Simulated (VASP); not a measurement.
Here is a VASP 6.6.1 calculation.

File INCAR:

```
SYSTEM = InP
PREC = Accurate ; ENCUT = 450
EDIFF = 1E-7 ; ISMEAR = 0
SIGMA = 0.05 ; LREAL = .FALSE.
LASPH = .TRUE. ; NELM = 120
ALGO = Normal ; ISIF = 2
LWAVE = .FALSE. ; LCHARG = .FALSE.
GGA = CA ; IBRION = 2
NSW = 50 ; EDIFFG = -0.01
GGA_COMPAT = .FALSE. ; NELMIN = 4
```

File KPOINTS:

```
Automatic mesh
0
G
  10 10 10
  0 0 0
```

POSCAR

```
InP
1.0
    0.0000000000      2.9134905978      2.9134905978
    2.9134905978      0.0000000000      2.9134905978
    2.9134905978      2.9134905978      0.0000000000
In P
1 1
Direct
    0.0000000000      0.0000000000      0.0000000000
    0.7500000000      0.7500000000      0.7500000000
```

Potentials or basis: VASP PAW LDA potentials, release 64 (In_d, P).

The run is started by

```console
$ cat potpaw_LDA.64/In_d/POTCAR potpaw_LDA.64/P/POTCAR > POTCAR
$ mpirun -np 1 vasp_std > vasp.out
```

Q: Predict the band gap on the k mesh.

A: 0.61 eV.

Final structure:
```
In P
1.0
     0.00000    2.91349    2.91349
     2.91349    0.00000    2.91349
     2.91349    2.91349    0.00000
In P
1 1
Direct
  0.00000 0.00000 0.00000
  0.75000 0.75000 0.75000
```

Caveat: the relaxation stopped at its first step, so nothing moved; semilocal functionals underestimate gaps, and a narrow one can read as zero; spin-orbit coupling is left out, which moves the levels of the heavy elements.
